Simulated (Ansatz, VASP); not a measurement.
# Cs: VASP beside Ansatz

```
Cs
1.0
     5.45229    0.00000    0.00000
    -2.72614    4.72182    0.00000
     0.00000    0.00000   18.14348
Cs
4
Direct
  0.66667 0.33333 0.75000
  0.00000 0.00000 0.50000
  0.33333 0.66667 0.25000
  0.00000 0.00000 0.00000
```

Alike in both runs: task single point; functional PBE; k mesh 6 × 6 × 2; occupations fermi-dirac, width 0.05 eV; no spin polarisation.

|  | VASP | Ansatz |
| --- | --- | --- |
| version | VASP 6.6.1 | Ansatz 0.2.0 |
| potentials or method | VASP PAW PBE potentials, release 64 (Cs_sv) | Ansatz PAW |
| plane-wave cutoff (eV) | 520 | 420 |
| valence electrons in the cell | 36 | 36 |

|  | VASP | Ansatz | Ansatz less VASP |
| --- | --- | --- | --- |
| gap on the k mesh at the Fermi level (eV) | none | none | - |
| pressure (GPa) | 0.0 | 0.0 | +0.01 |
| traceless stress, the component that is largest in VASP (GPa) | -0.10 | -0.10 | +0.001 |

A gap of «none» marks a metal or a gap that the smearing closes.

Neither program's run includes spin-orbit coupling.
